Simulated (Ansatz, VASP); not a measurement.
Pd: VASP beside Ansatz

```
CELL_PARAMETERS angstrom
2.62213 0.00000 0.00000
0.00000 2.62213 0.00000
0.00000 0.00000 2.62213
ATOMIC_POSITIONS crystal
Pd 0.00000 0.00000 0.00000
```

Alike in both runs: task single point; functional r2SCAN; k mesh 14 × 14 × 14; occupations fermi-dirac, width 0.05 eV; collinear spin.

|  | VASP | Ansatz |
| --- | --- | --- |
| version | VASP 6.6.1 | Ansatz 0.2.0 |
| potentials or method | VASP PAW PBE potentials, release 64 (Pd), cutoff 520 eV | plane waves (500 eV) with PAW, scalar-relativistic |
| valence electrons in the cell | 10 | 18 |

|  | VASP | Ansatz | Ansatz less VASP |
| --- | --- | --- | --- |
| pressure (GPa) | -4.3 | -4.7 | -0.39 |
| net moment per atom (μB) | 0.00 | 0.00 | 0.000 |

VASP's potentials were made for PBE, not for r2SCAN. VASP's potentials hold 10 valence electrons a cell and Ansatz's 18, so a difference there can come from the potentials and not from the codes. Ansatz's warnings: seeded moment not kept, stability check not made.
